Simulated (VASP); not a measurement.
Crystal: GeMo2.

```
CELL_PARAMETERS angstrom
0.00000 3.01035 3.01035
3.01035 0.00000 3.01035
3.01035 3.01035 0.00000
ATOMIC_POSITIONS crystal
Ge 0.50000 0.50000 0.50000
Mo 0.25000 0.25000 0.25000
Mo 0.75000 0.75000 0.75000
```

| Property | Result |
| --- | --- |
| Program | VASP 6.6.1 |
| Task | relaxation of cell and atoms |
| Functional | PBE |
| Potentials or basis | VASP PAW PBE potentials, release 64 (Ge_d, Mo_sv) |
| Cutoff | 600 eV |
| k mesh | 6 × 6 × 6 |
| Occupations | gaussian, width 0.1 eV |
| Spin | no spin polarisation |

At the start: pressure -5.8 GPa; volume 18.19 Å³/atom.

Question: Where does the relaxation end?

Answer: Over 3 steps the energy falls by 11.7 meV/atom and the volume is 17.57 Å³/atom (-3.4 %); space group Fm-3m (No. 225, to 0.05 Å).

Step by step:
```
step  energy change (eV)  largest force (eV/Å)  pressure (GPa)  volume (Å³)
   1              0.0000                0.0000           -5.76        54.56
   2              0.0788                0.0000           12.35        49.56
   3             -0.0350                0.0000           -0.28        52.71
```

Final structure:
```yaml
crystal:
  lattice:
    - [0.00000, 2.97593, 2.97593]
    - [2.97593, 0.00000, 2.97593]
    - [2.97593, 2.97593, 0.00000]
  atoms:
    - { symbol: Ge, position: [0.50000, 0.50000, 0.50000] }
    - { symbol: Mo, position: [0.25000, 0.25000, 0.25000] }
    - { symbol: Mo, position: [0.75000, 0.75000, 0.75000] }
```
